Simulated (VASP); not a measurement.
# Ag in VASP: single point with PBE

Aim: the single point of Ag with PBE.

Program: VASP 6.6.1. These are calculated values, not measurements. Logs are shortened: lines on timing, memory, paths and dates and some standing lists are left out, and cuts for length are marked.

### Step 1. The cell of the first run

The typed cell holds 6 atoms: a = 2.889 Å, b = 2.889 Å, c = 14.253 Å, α = 84.18°, β = 84.18°, γ = 60.00°.

### Step 2. Single point, PBE (the part above a cut slid along it)

Input file INCAR:

```
SYSTEM = Ag
PREC = Accurate
ENCUT = 520
EDIFF = 1E-6
ISMEAR = 0
SIGMA = 0.15
LREAL = .False.
LASPH = .True.
NELM = 100
ALGO = Fast
ISIF = 2
LWAVE = .False.
LCHARG = .True.
GGA = PE
LELF = .True.
LVHAR = .True.
NBANDS = 42
```

Input file KPOINTS:

```
Automatic mesh
0
Gamma
  18 18 4
  0 0 0
```

Input file POSCAR:

```
Ag
1.0
    2.0431000000     -2.0431000000      0.0000000000
    2.0431000000      0.0000000000     -2.0431000000
    9.5343304600      7.4914347700      7.4914347700
Ag
6
Direct
    0.6388972217      0.6388972217      0.0833166667
   -0.3055194450     -0.3055194450      0.9166500000
    0.2500138883      0.2500138883      0.2499833333
    0.4722472217      0.4722472217      0.5833166667
   -0.1388694450     -0.1388694450      0.4166500000
    0.0833638883      0.0833638883      0.7499833333
```

Potentials or basis: VASP PAW PBE potentials, release 64 (Ag).

The run is started by

```
> cat potpaw_PBE.64/Ag/POTCAR > POTCAR
> mpirun -np 1 vasp_std > vasp.out
```

OUTCAR:

```text
SYSTEM = Ag
   PREC = Accurate
   ENCUT = 520
   EDIFF = 1E-6
   ISMEAR = 0
   LREAL = .False.
   LASPH = .True.
   NELM = 100
   ISIF = 2
   GGA = PE

 ion  position               nearest neighbor table
   1  0.639  0.639  0.083-   2 2.36   3 2.89   3 2.89   3 2.89
   2  0.694  0.694  0.917-   1 2.36   6 2.89   6 2.89   6 2.89
   3  0.250  0.250  0.250-   1 2.89   1 2.89   1 2.89   5 2.89   5 2.89   5 2.89
   4  0.472  0.472  0.583-   6 2.89   6 2.89   6 2.89   5 2.89   5 2.89   5 2.89
   5  0.861  0.861  0.417-   3 2.89   4 2.89   3 2.89   3 2.89   4 2.89   4 2.89
   6  0.083  0.083  0.750-   4 2.89   4 2.89   4 2.89   2 2.89   2 2.89   2 2.89

  LATTYP: Found a trigonal (rhomboedric) cell.
 ALAT       =    14.2529522257
 COS(alpha) =     0.9794520407

  Lattice vectors:

 A1 = (   9.5343304600,   7.4914347700,   7.4914347700)
 A2 = (   7.4912304600,   9.5345347700,   7.4914347700)
 A3 = (   7.4912304600,   7.4914347700,   9.5345347700)

Analysis of symmetry for initial positions (statically):
=====================================================================
 Subroutine PRICEL returns:
 Original cell was already a primitive cell.

 Routine SETGRP: Setting up the symmetry group for a
 trigonal (rhombohedral) supercell.

 Subroutine GETGRP returns: Found  4 space group operations
 (whereof  2 operations were pure point group operations)
 out of a pool of 12 trial point group operations.

The static configuration has the point symmetry C_1h.
 The point group associated with its full space group is C_2h.

Analysis of symmetry for dynamics (positions and initial velocities):
=====================================================================
 Subroutine PRICEL returns:
 Original cell was already a primitive cell.

 Routine SETGRP: Setting up the symmetry group for a
 trigonal (rhombohedral) supercell.

 Subroutine GETGRP returns: Found  4 space group operations
 (whereof  2 operations were pure point group operations)
 out of a pool of 12 trial point group operations.

The dynamic configuration has the point symmetry C_1h.
 The point group associated with its full space group is C_2h.

 Subroutine INISYM returns: Found  4 space group operations
 (whereof  2 operations are pure point group operations),
 and found     1 'primitive' translations

----------------------------------------------------------------------------------------

                                     Primitive cell

  volume of cell :     102.3411

  direct lattice vectors                    reciprocal lattice vectors
     2.043100000 -2.043100000  0.000000000     0.149556230 -0.339896073  0.149556230
     2.043100000  0.000000000 -2.043100000     0.149556230  0.149556230 -0.339896073
     9.534330460  7.491434770  7.491434770     0.040787692  0.040787692  0.040787692

  length of vectors
     2.889379729  2.889379729 14.252952226     0.400329205  0.400329205  0.070646355

  position of ions in fractional coordinates (direct lattice)
     0.638897222  0.638897222  0.083316667
     0.694480555  0.694480555  0.916650000
     0.250013888  0.250013888  0.249983333
     0.472247222  0.472247222  0.583316667
     0.861130555  0.861130555  0.416650000
     0.083363888  0.083363888  0.749983333

  ion indices of the primitive-cell ions
   primitive index   ion index
                 1           1
                 2           2
                 3           3
                 4           4
                 5           5
                 6           6

----------------------------------------------------------------------------------------

 KPOINTS: Automatic mesh

Automatic generation of k-mesh.
 Grid dimensions read from file:
 generate k-points for:   18   18    4

 Generating k-lattice:

  Cartesian coordinates                     Fractional coordinates (reciprocal lattice)
     0.008308679 -0.018883115  0.008308679     0.055555556  0.000000000  0.000000000
     0.008308679  0.008308679 -0.018883115     0.000000000  0.055555556  0.000000000
     0.010196923  0.010196923  0.010196923     0.000000000  0.000000000  0.250000000

  Length of vectors
     0.022240511  0.022240511  0.017661589

  Shift w.r.t. Gamma in fractional coordinates (k-lattice)
     0.000000000  0.000000000  0.000000000

 -----------------------------------------------------------------------------
|                                                                             |
|           W    W    AA    RRRRR   N    N  II  N    N   GGGG   !!!           |
|           W    W   A  A   R    R  NN   N  II  NN   N  G    G  !!!           |
|           W    W  A    A  R    R  N N  N  II  N N  N  G       !!!           |
|           W WW W  AAAAAA  RRRRR   N  N N  II  N  N N  G  GGG   !            |
|           WW  WW  A    A  R   R   N   NN  II  N   NN  G    G                |
|           W    W  A    A  R    R  N    N  II  N    N   GGGG   !!!           |
|                                                                             |
|     Your reciprocal lattice and k-lattice belong to different lattice       |
|     classes:                                                                |
|                                                                             |
|        The reciprocal lattice is rhombohedral (trigonal),                   |
|        whereas your k-lattice is base-centered monoclinic.                  |
|                                                                             |
|     Results are often still useful ...                                      |
|                                                                             |
 -----------------------------------------------------------------------------

 WARNING: IBZKPT: internal override: KBLOWUP is changed to .FALSE.
      ... skipping the blow-up phase ...

 Subroutine IBZKPT returns following result:
 ===========================================

 Found    353 irreducible k-points:

 Following reciprocal coordinates:
            Coordinates               Weight
  0.000000  0.000000  0.000000      1.000000
  0.055556  0.000000 -0.000000      4.000000
  0.111111  0.000000 -0.000000      4.000000
  0.166667  0.000000 -0.000000      4.000000
  0.222222  0.000000  0.000000      4.000000
  0.277778  0.000000 -0.000000      4.000000
[... 16 lines left out ...]
 -0.277778  0.055556 -0.000000      4.000000
 -0.222222  0.055556 -0.000000      4.000000
 [... further k-points ...]
   k-points           NKPTS =    353   k-points in BZ     NKDIM =    353   number of bands    NBANDS=     42
   number of dos      NEDOS =    301   number of ions     NIONS =      6
   total plane-waves  NPLWV =  62208
   dimension x,y,z NGX =    24 NGY =   24 NGZ =  108
   dimension x,y,z NGXF=    48 NGYF=   48 NGZF=  216
   ions per type =               6
   NGX,Y,Z   is equivalent  to a cutoff of  13.81, 13.81, 12.60 a.u.
   NGXF,Y,Z  is equivalent  to a cutoff of  27.62, 27.62, 25.19 a.u.
 SYSTEM =  Ag
   PREC   = accura    normal or accurate (medium, high low for compatibility)
   ISTART =      0    job   : 0-new  1-cont  2-samecut
   ICHARG =      2    charge: 1-file 2-atom 10-const
   ISPIN  =      1    spin polarized calculation?
   LNONCOLLINEAR =      F non collinear calculations
   LSORBIT =      F    spin-orbit coupling
   LASPH  =      T    aspherical Exc in radial PAW
   ENCUT  =  520.0 eV  38.22 Ry    6.18 a.u.   5.37  5.37 26.50*2*pi/ulx,y,z
   NELM   =    100;   NELMIN=  2; NELMDL= -5     # of ELM steps
   EDIFF  = 0.1E-05   stopping-criterion for ELM
   LREAL  =      F    real-space projection
   EDIFFG = 0.1E-04   stopping-criterion for IOM
   NSW    =      0    number of steps for IOM
   IBRION =     -1    ionic relax: 0-MD 1-quasi-New 2-CG
   NFREE  =      0    steps in history (QN), initial steepest desc. (CG)
   ISIF   =      2    stress and relaxation
   ISYM   =      2    0-nonsym 1-usesym 2-fastsym
   POTIM  = 0.5000    time-step for ionic-motion
   TEBEG  =    0.0;   TEEND  =   0.0 temperature during run
   PSTRESS=    0.0 pullay stress
   NELECT =      66.0000    total number of electrons
   NUPDOWN=      -1.0000    fix difference up-down
   EMIN   =  10.00;   EMAX   =-10.00  energy-range for DOS
   EFERMI =   0.00;   METHOD = LEGACY
   ISMEAR =     0;   SIGMA  =   0.15  broadening in eV -4-tet -1-fermi 0-gaus
   EFERMI_NEDOS =   21; number of points for ismear=-14 and -15
   IALGO  =     68    algorithm
   IMIX   =      4    mixing-type and parameters
     AMIX     =   0.40;   BMIX     =  1.00
     AMIX_MAG =   1.60;   BMIX_MAG =  1.00
  volume/ion in A,a.u.               =      17.06       115.11
  Fermi-wavevector in a.u.,A,eV,Ry     =   1.414402  2.672832 27.218893  2.000532
  Thomas-Fermi vector in A             =   2.535948
   LORBIT       =      0    0 simple, 1 ext, 2 COOP (PROOUT), +10 PAW based schemes
   GGA     = PE    functional components
   LHFCALC =     F    Hartree Fock is set to
   AEXX    =    0.0000 exact exchange contribution
   IVDW    =     0    specifies the selected vdW correction
   LEPSILON=     F    determine dielectric tensor
   LRPA    =     F    only Hartree local field effects (RPA)
 non-spin polarized calculation
 RMM-DIIS sequential band-by-band and
 Gauss-broadening in eV      SIGMA  =   0.15
  energy-cutoff  :      520.00
  volume of cell :      102.34
 maximum number of plane-waves:      2807
 NGX is ok and might be reduce to    24
   NGX = 11   NGY = 11   NGZ = 53

 number of electron      66.0000016 magnetization

 Free energy of the ion-electron system (eV)
  ---------------------------------------------------
  ext. energy  EPLUGINS =         0.00000000
  ---------------------------------------------------
  free energy    TOTEN  =       -15.59244602 eV

  energy without entropy =      -15.57576362  energy(sigma->0) =      -15.58410482

 E-fermi :   8.4310     XC(G=0): -12.1946

 val. band max:        8.4285259282   @ k =  -0.2222   0.2222   0.5000
 cond. band min:       8.4310735854   @ k =   0.4444   0.0000   0.0000
 fundamental gap:      0.0025476572
 Fermi energy:         8.4310063836

 k-point     1 :       0.0000    0.0000    0.0000
  band No.  band energies     occupation
      1       0.6671      2.00000
      2       1.4543      2.00000
      3       1.4930      2.00000
      4       1.8593      2.00000
      5       2.0696      2.00000
      6       2.5293      2.00000
[... 1069 lines left out ...]
     41      18.3192      0.00000
     42      19.2151      0.00000

 [... further k-points ...]

------------------------ aborting loop because EDIFF is reached ----------------------------------------

  FORCE on cell =-STRESS in cart. coord.  units (eV):
  Direction    XX          YY          ZZ          XY          YZ          ZX
  --------------------------------------------------------------------------------------
  -------------------------------------------------------------------------------------
  Total        5.0271700      4.9692737      4.9692737      2.5776021      2.5339671      2.5776022
  in kB       78.7016862     77.7953048     77.7953048     40.3530485     39.6699304     40.3530493
  external PRESSURE =      78.0974319 kB  Pullay stress =       0.0000000 kB

 VOLUME and BASIS-vectors are now :
 -----------------------------------------------------------------------------
  energy-cutoff  :      520.00
  volume of cell :      102.34
      direct lattice vectors                 reciprocal lattice vectors
     2.043100000 -2.043100000  0.000000000     0.149556230 -0.339896073  0.149556230
     2.043100000  0.000000000 -2.043100000     0.149556230  0.149556230 -0.339896073
     9.534330460  7.491434770  7.491434770     0.040787692  0.040787692  0.040787692

 POSITION                                       TOTAL-FORCE (eV/Angst)
 -----------------------------------------------------------------------------------
      3.40503     -0.68117     -0.68117         1.692527      1.691910      1.691910
     11.57743      5.44813      5.44813        -1.692527     -1.691910     -1.691910
      3.40503      1.36193      1.36193         0.032720      0.032963      0.032963
      7.49123      3.40503      3.40503        -0.004161     -0.004038     -0.004038
      7.49123      1.36193      1.36193         0.004161      0.004038      0.004038
      7.49123      5.44813      5.44813        -0.032720     -0.032963     -0.032963
 -----------------------------------------------------------------------------------
    total drift:                               -0.000002     -0.000002     -0.000002

  FREE ENERGIE OF THE ION-ELECTRON SYSTEM (eV)
  ---------------------------------------------------
  free  energy   TOTEN  =       -15.5924460192 eV

  energy  without entropy=      -15.5757636153  energy(sigma->0) =      -15.58410482
```

It took 41 min on 1 thread of Oxide Virtual Turin-like, shared host; peak memory 0.99 GiB.

Results:

```
Free energy            : -15.5924 eV
Pressure               : 7.8 GPa
Largest force          : 2.931 eV/Å
Band gap on the k mesh : zero (bands 33 and 34 overlap by 6.26 eV)
```

Forces in eV/Å, atoms in the order of the input:
```
Ag   1.693  1.692  1.692
Ag  -1.693 -1.692 -1.692
Ag   0.033  0.033  0.033
Ag  -0.004 -0.004 -0.004
Ag   0.004  0.004  0.004
Ag  -0.033 -0.033 -0.033
```

Levels at points of the mesh, in eV from the Fermi level:
| k point | band 30 | band 31 | band 32 | band 33 | band 34 | band 35 | band 36 | band 37 |
| --- | --- | --- | --- | --- | --- | --- | --- | --- |
| (0.00, 0.00, 0.00) | -3.35 | -3.15 | -3.10 | -3.10 | -2.94 | -2.94 | -0.38 | 3.73 |
| (0.50, 0.00, 0.00) | -2.53 | -0.44 | 0.47 | 0.61 | 1.26 | 1.42 | 2.52 | 3.25 |
| (0.50, 0.50, 0.00) | -2.57 | -0.14 | -0.04 | 0.94 | 1.09 | 1.49 | 2.51 | 3.23 |
| (0.00, 0.00, 0.50) | -3.38 | -3.25 | -3.25 | -2.89 | -2.89 | -1.55 | -1.50 | 5.12 |
| (0.50, 0.00, 0.50) | -2.57 | -0.14 | -0.04 | 0.94 | 1.09 | 1.49 | 2.51 | 3.23 |
| (0.50, 0.50, 0.50) | -2.53 | -0.44 | 0.47 | 0.61 | 1.26 | 1.42 | 2.52 | 3.25 |

Caveat: the cell differs from its parent crystal (the part above a cut slid along it); the cell stands under pressure; forces of over 1 eV/Å act on the atoms, so gaps and moduli don't describe the material at rest.
